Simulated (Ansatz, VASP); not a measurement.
## One calculation of BeTe, two programs

```
Be Te
1.0
     0.00000    2.68038    2.68038
     2.68038    0.00000    2.68038
     2.68038    2.68038    0.00000
Be Te
1 1
Direct
  0.00000 0.00000 0.00000
  0.50000 0.50000 0.50000
```

Alike in both runs: functional PBE; k mesh 14 × 14 × 14; occupations gaussian, width 0.1 eV; no spin polarisation.

Ansatz relaxed the structure, and its values are those at the end. VASP's run is a single point on that final structure, the one shown.

|  | VASP | Ansatz |
| --- | --- | --- |
| version | VASP 6.6.1 | Ansatz 0.2.0 |
| potentials or method | VASP PAW PBE potentials, release 64 (Be, Te), cutoff 520 eV | scalar-relativistic, plane waves, PAW |
| valence electrons in the cell | 8 | 18 |

|  | VASP | Ansatz | Ansatz less VASP |
| --- | --- | --- | --- |
| gap on the k mesh at the Fermi level (eV) | none | none | - |
| pressure (GPa) | 0.1 | 0.0 | -0.08 |

A gap of «none» marks a metal or a gap that the smearing closes. With one functional, cell and mesh, what is left measures potentials, basis and numerics. VASP's potentials hold 8 valence electrons a cell and Ansatz's 18, so a difference there can come from the potentials and not from the codes.

Neither program's run includes spin-orbit coupling.
